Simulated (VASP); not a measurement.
# TiB2 (P6/mmm) in VASP: notebook, part 2 of 2

VASP 6.6.1. Earlier steps stand in the parts before.

## (5) Single point, PBEsol (equal xx and yy strain of +2 %)

The input, INCAR:

```
  PREC = Accurate
  ENCUT = 520
  EDIFF = 1E-6
  ISMEAR = -1
  SIGMA = 0.03
  LREAL = False
  LASPH = True
  NELM = 100
  ALGO = Normal
  ISIF = 2
  LWAVE = False
  LCHARG = False
  GGA = PS
  NBANDS = 16
```

The input, KPOINTS:

```
regular mesh
0
Gamma
  14 14 11
```

The input, POSCAR:

```
TiB2
1.0
    3.0897821656      0.0000000000      0.0000000000
   -1.5448910828      2.6758298476      0.0000000000
    0.0000000000      0.0000000000      3.2284000000
Ti B
1 2
Direct
    0.0000000000      0.0000000000      0.0000000000
    0.3333333333      0.6666666667      0.5000000000
    0.6666666667      0.3333333333      0.5000000000
```

Potentials or basis: VASP PAW PBE potentials, release 64 (Ti_sv, B).

On the command line:

```sh
cat potpaw_PBE.64/Ti_sv/POTCAR potpaw_PBE.64/B/POTCAR > POTCAR
mpirun -np 1 vasp_std > vasp.out
```

OUTCAR:

```text
PREC = Accurate
   ENCUT = 520
   EDIFF = 1E-6
   ISMEAR = -1
   LREAL = False
   LASPH = True
   NELM = 100
   ISIF = 2
   GGA = PS

 ion  position               nearest neighbor table
   1  0.000  0.000  0.000-   2 2.41   3 2.41   2 2.41   3 2.41   3 2.41   3 2.41   2 2.41   2 2.41
                             3 2.41   3 2.41   2 2.41   2 2.41
   2  0.333  0.667  0.500-   3 1.78   3 1.78   3 1.78   1 2.41   1 2.41   1 2.41   1 2.41   1 2.41
                             1 2.41
   3  0.667  0.333  0.500-   2 1.78   2 1.78   2 1.78   1 2.41   1 2.41   1 2.41   1 2.41   1 2.41
                             1 2.41

  LATTYP: Found a hexagonal cell.
 ALAT       =     3.0897821656
 C/A-ratio  =     1.0448633033

  Lattice vectors:

 A1 = (   3.0897821656,   0.0000000000,   0.0000000000)
 A2 = (  -1.5448910828,   2.6758298476,   0.0000000000)
 A3 = (   0.0000000000,   0.0000000000,   3.2284000000)

Analysis of symmetry for initial positions (statically):
=====================================================================
 Subroutine PRICEL returns:
 Original cell was already a primitive cell.

 Routine SETGRP: Setting up the symmetry group for a
 hexagonal supercell.

 Subroutine GETGRP returns: Found 24 space group operations
 (whereof 24 operations were pure point group operations)
 out of a pool of 24 trial point group operations.

The static configuration has the point symmetry D_6h.

Analysis of symmetry for dynamics (positions and initial velocities):
=====================================================================
 Subroutine PRICEL returns:
 Original cell was already a primitive cell.

 Routine SETGRP: Setting up the symmetry group for a
 hexagonal supercell.

 Subroutine GETGRP returns: Found 24 space group operations
 (whereof 24 operations were pure point group operations)
 out of a pool of 24 trial point group operations.

The dynamic configuration has the point symmetry D_6h.
[... 119 lines left out ...]
   IMIX   =      4    mixing-type and parameters
     AMIX     =   0.40;   BMIX     =  1.00
     AMIX_MAG =   1.60;   BMIX_MAG =  1.00
  volume/ion in A,a.u.               =       8.90        60.04
  Fermi-wavevector in a.u.,A,eV,Ry     =   1.435625  2.712938 28.041879  2.061020
  Thomas-Fermi vector in A             =   2.554903
   LORBIT       =      0    0 simple, 1 ext, 2 COOP (PROOUT), +10 PAW based schemes
   GGA     = PS    functional components
   LHFCALC =     F    Hartree Fock is set to
   AEXX    =    0.0000 exact exchange contribution
   IVDW    =     0    specifies the selected vdW correction
   LEPSILON=     F    determine dielectric tensor
   LRPA    =     F    only Hartree local field effects (RPA)
 non-spin polarized calculation
  energy-cutoff  :      520.00
  volume of cell :       26.69
 maximum number of plane-waves:       736
 NGX is ok and might be reduce to    24
   NGX = 11   NGY = 11   NGZ = 13

 number of electron      18.0000000 magnetization

 Free energy of the ion-electron system (eV)
  ---------------------------------------------------
  ext. energy  EPLUGINS =         0.00000000
  ---------------------------------------------------
  free energy    TOTEN  =       -25.71653713 eV

  energy without entropy =      -25.71547190  energy(sigma->0) =      -25.71600451

 E-fermi :   9.4875     XC(G=0): -12.6862

 val. band max:        9.4626517064   @ k =   0.0714  -0.0000   0.3636
 cond. band min:       9.5208207071   @ k =   0.0714  -0.0000   0.2727
 fundamental gap:      0.0581690007
 Fermi energy:         9.4875406879

 k-point     1 :       0.0000    0.0000    0.0000
  band No.  band energies     occupation
      1     -47.2863      2.00000
      2     -23.7203      2.00000
      3     -23.4576      2.00000
      4     -23.4576      2.00000
      5      -3.7419      2.00000
      6       6.8489      2.00000
[... 433 lines left out ...]
      3     -23.6667      2.00000
      4     -23.6572      2.00000
      5       1.0138      2.00000
      6       1.2794      2.00000
[... 8 lines left out ...]
     15      18.9044      0.00000
     16      19.5255      0.00000

 [... further k-points ...]

------------------------ aborting loop because EDIFF is reached ----------------------------------------

  FORCE on cell =-STRESS in cart. coord.  units (eV):
  Direction    XX          YY          ZZ          XY          YZ          ZX
  --------------------------------------------------------------------------------------
  -------------------------------------------------------------------------------------
  Total       -2.7957714     -2.7957714     -1.6641728      0.0000000     -0.0000000      0.0000000
  in kB     -167.8180020   -167.8180020    -99.8930581      0.0000000     -0.0000000      0.0000000
  external PRESSURE =    -145.1763540 kB  Pullay stress =       0.0000000 kB

 VOLUME and BASIS-vectors are now :
 -----------------------------------------------------------------------------
  energy-cutoff  :      520.00
  volume of cell :       26.69
      direct lattice vectors                 reciprocal lattice vectors
     3.089782166  0.000000000  0.000000000     0.323647412  0.186857920  0.000000000
    -1.544891083  2.675829848  0.000000000     0.000000000  0.373715840  0.000000000
     0.000000000  0.000000000  3.228400000     0.000000000  0.000000000  0.309750960

 POSITION                                       TOTAL-FORCE (eV/Angst)
 -----------------------------------------------------------------------------------
      0.00000      0.00000      0.00000        -0.000000      0.000000     -0.000000
     -0.00000      1.78389      1.61420        -0.000000      0.000000      0.000000
      1.54489      0.89194      1.61420         0.000000      0.000000     -0.000000
 -----------------------------------------------------------------------------------
    total drift:                               -0.000000      0.000000      0.000000

  FREE ENERGIE OF THE ION-ELECTRON SYSTEM (eV)
  ---------------------------------------------------
  free  energy   TOTEN  =       -25.7165371252 eV

  energy  without entropy=      -25.7154718985  energy(sigma->0) =      -25.71600451
```

OSZICAR:

```text
N       E                     dE             d eps       ncg     rms          rms(c)
DAV:   1     0.120609701537E+03    0.12061E+03   -0.89470E+03  4616   0.127E+03
DAV:   2    -0.235563291692E+02   -0.14417E+03   -0.13965E+03  4944   0.342E+02
DAV:   3    -0.304437170678E+02   -0.68874E+01   -0.68349E+01  6784   0.731E+01
DAV:   4    -0.306107044075E+02   -0.16699E+00   -0.16693E+00  5520   0.100E+01
DAV:   5    -0.306146025716E+02   -0.38982E-02   -0.38980E-02  6728   0.133E+00    0.162E+01
DAV:   6    -0.257475343264E+02    0.48671E+01   -0.20305E+01  6592   0.476E+01    0.364E+00
DAV:   7    -0.257219699208E+02    0.25564E-01   -0.10418E+00  5056   0.117E+01    0.317E+00
DAV:   8    -0.257225721803E+02   -0.60226E-03   -0.10372E-01  7640   0.277E+00    0.698E-01
DAV:   9    -0.257170655517E+02    0.55066E-02   -0.47946E-02  5896   0.266E+00    0.242E-01
DAV:  10    -0.257165158589E+02    0.54969E-03   -0.32475E-03  5632   0.673E-01    0.585E-02
DAV:  11    -0.257165739106E+02   -0.58052E-04   -0.41379E-04  6728   0.216E-01    0.558E-02
DAV:  12    -0.257165371512E+02    0.36759E-04   -0.14585E-04  5560   0.149E-01    0.114E-02
DAV:  13    -0.257165371252E+02    0.25919E-07   -0.57243E-06  6144   0.191E-02
   1 F= -.25716537E+02 E0= -.25716005E+02  d E =-.106523E-02
```

stdout:

```text
POSCAR found type information on POSCAR TiB
 POSCAR found :  2 types and       3 ions
 scaLAPACK will be used
 -----------------------------------------------------------------------------
|                                                                             |
|                                                                             |
|     You enforced a specific xc type in the INCAR file but a different       |
|     I HOPE YOU KNOW WHAT YOU ARE DOING!                                     |
|                                                                             |
 -----------------------------------------------------------------------------

 LDA part: xc-table for (Slater+PW92), standard interpolation
 POSCAR, INCAR and KPOINTS ok, starting setup
 FFT: planning ... GRIDC
 FFT: planning ... GRID_SOFT
 FFT: planning ... GRID
 WAVECAR not read
 entering main loop
```

Wall time 86 s (1 thread of Intel Xeon 8259CL, shared host); peak memory 0.18 GiB.

Results:

* Free energy: -25.7165 eV
* Pressure: -14.5 GPa
* Band gap on the k mesh: zero (bands 9 and 10 overlap by 0.64 eV)

Levels at points of the mesh, in eV from the Fermi level:
| k point | band 6 | band 7 | band 8 | band 9 | band 10 | band 11 | band 12 | band 13 |
| --- | --- | --- | --- | --- | --- | --- | --- | --- |
| (0.00, 0.00, 0.00) | -2.64 | -2.64 | -2.07 | -2.01 | 1.79 | 1.79 | 3.61 | 3.61 |
| (0.50, 0.00, 0.00) | -9.14 | -3.23 | -2.97 | -2.22 | 1.29 | 2.54 | 3.00 | 3.39 |

Caveat: the cell differs from its parent crystal (equal xx and yy strain of +2 %); the cell stands under tension; the PAW data sets were made with another functional, which shifts forces and pressure a little.

## (6) Overview

```csv
cell,gap on the mesh (eV),pressure (GPa)
"a = 2.969, b = 2.969, c = 3.228 Å, angles 90.0, 90.0, 120.0°, 3 atoms",none,6.9
"a = 2.999, b = 2.999, c = 3.228 Å, angles 90.0, 90.0, 120.0°, 3 atoms",none,0.8
"a = 3.059, b = 3.059, c = 3.228 Å, angles 90.0, 90.0, 120.0°, 3 atoms",none,-9.9
"a = 3.090, b = 3.090, c = 3.228 Å, angles 90.0, 90.0, 120.0°, 3 atoms",none,-14.5
```

Alike in all rows: task single point; level PBEsol; potentials or basis VASP PAW PBE potentials, release 64 (Ti_sv, B); no spin polarisation; k mesh 14 × 14 × 11; cutoff (eV) 520; smearing fermi-dirac 0.03 eV.

Caveats: the PAW data sets were made with another functional, which shifts forces and pressure a little; the cell stands under tension (at least some runs); the cell stands under pressure (at least some runs).

Absolute energies hang on the potentials; compare differences alone.
